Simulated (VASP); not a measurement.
A run of VASP 6.6.1 is set up as follows.

File INCAR:

```
PREC     = Accurate       # precision mode
ENCUT    = 520            # plane-wave cutoff, eV
EDIFF    = 1E-8           # SCF threshold, eV
ISMEAR   = 0              # smearing method
SIGMA    = 0.01           # smearing width, eV
LREAL    = F              # projectors in reciprocal space
LASPH    = T              # aspherical terms in the spheres
NELM     = 60             # most SCF steps
ALGO     = Normal         # electronic algorithm
ISIF     = 2              # what is computed and relaxed
LWAVE    = F              # write WAVECAR
LCHARG   = T              # write CHGCAR
GGA      = PS             # functional
IBRION   = 8              # ionic algorithm
NSW      = 1              # ionic steps
```

The input KPOINTS:

```
regular mesh
0
Gamma
  6 6 6
```

POSCAR

```
BeTe
1.0
    0.0000000000      2.7887011776      2.7887011776
    2.7887011776      0.0000000000      2.7887011776
    2.7887011776      2.7887011776      0.0000000000
Be Te
1 1
Direct
    0.0000000000      0.0000000000      0.0000000000
    0.7500000000      0.7500000000      0.7500000000
```

Potentials or basis: VASP PAW PBE potentials, release 64 (Be, Te).

Launch:

```console
$ cat potpaw_PBE.64/Be/POTCAR potpaw_PBE.64/Te/POTCAR > POTCAR
$ mpirun -np 1 vasp_std > vasp.out
```

**Question.** Predict the highest phonon frequency at Γ, LO-TO splitting left out.

**Answer.** 484 cm⁻¹.

Phonon frequencies in cm⁻¹ (negative: imaginary):
```csv
q point,frequencies
"(0.000, 0.000, 0.000)",0 0 0 484 484 484
```

Caveat: the cell wasn't relaxed at this level first, which shifts response properties.
